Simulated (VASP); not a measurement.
Here is a VASP 6.6.1 calculation.

The input INCAR:

```
ALGO = Normal
EDIFF = 1E-6
EDIFFG = -0.04
ENCUT = 600
GGA = PE
IBRION = 2
ISIF = 3
ISMEAR = 0
LASPH = T
LCHARG = F
LREAL = F
LWAVE = F
NELM = 80
NSW = 90
PREC = Accurate
SIGMA = 0.1
```

Contents of KPOINTS:

```
k-points
0
Gamma
  4 4 6
```

File POSCAR:

```
B2SbP3
1.0
    5.3973280541      0.0000000000      0.0000000000
    0.0000000000      5.3973280541      0.0000000000
    0.0000000000      0.0000000000      3.6478270161
B Sb P
2 1 3
Direct
    0.0000000000      0.5000000000      0.0000000000
    0.5000000000      0.0000000000      0.0000000000
    0.0000000000      0.0000000000      0.5000000000
    0.0000000000      0.5000000000      0.5000000000
    0.5000000000      0.0000000000      0.5000000000
    0.5000000000      0.5000000000      0.5000000000
```

Potentials or basis: VASP PAW PBE potentials, release 64 (B, Sb, P).

Run with:

```sh
$ cat potpaw_PBE.64/B/POTCAR potpaw_PBE.64/Sb/POTCAR potpaw_PBE.64/P/POTCAR > POTCAR
$ mpirun -np 1 vasp_std > vasp.out
```

(1) What does it give for the relaxed volume?

(2) Estimate the relaxed cell.

(3) Predict the space group after relaxing (to 0.1 Å).

Answers

(1) 17.18 Å³/atom.

(2) a = 5.287 Å, b = 5.287 Å, c = 3.688 Å, α = 90.00°, β = 90.00°, γ = 90.00°.

(3) P4/mmm (No. 123).
